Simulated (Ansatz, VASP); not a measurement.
Two plane-wave programs on GaN

```
Ga N
1.0
    -0.08414    2.25477    2.25477
     2.25477   -0.08414    2.25477
     2.25477    2.25477   -0.08414
Ga N
1 1
Direct
  0.99770 0.99770 0.99770
  0.25230 0.25230 0.25230
```

Change from the starting cell: epitaxial_111 strain +4.0%.

Alike in both runs: task single point; functional PBE; k mesh 10 × 10 × 10; occupations fermi-dirac, width 0.02 eV; no spin polarisation.

|  | VASP | Ansatz |
| --- | --- | --- |
| version | VASP 6.6.1 | Ansatz 0.2.0 |
| potentials or method | VASP PAW PBE potentials, release 64 (Ga_d, N) | plane waves, PAW |
| plane-wave cutoff (eV) | 520 | 420 |
| valence electrons in the cell | 18 | 18 |

Ansatz gave:

- gap on the k mesh at the Fermi level (eV): 1.11
- pressure (GPa): -4.4
- traceless stress, the component that is largest in VASP (GPa): 5.05
- rms of the force components (eV/Å): 0.025

Question: Which values does VASP return?

Answer: gap on the k mesh at the Fermi level (eV): 1.11; pressure (GPa): -4.3; traceless stress, the component that is largest in VASP (GPa): 5.05; rms of the force components (eV/Å): 0.022.

Atom by atom the forces differ by 0.002 eV/Å (rms over components).
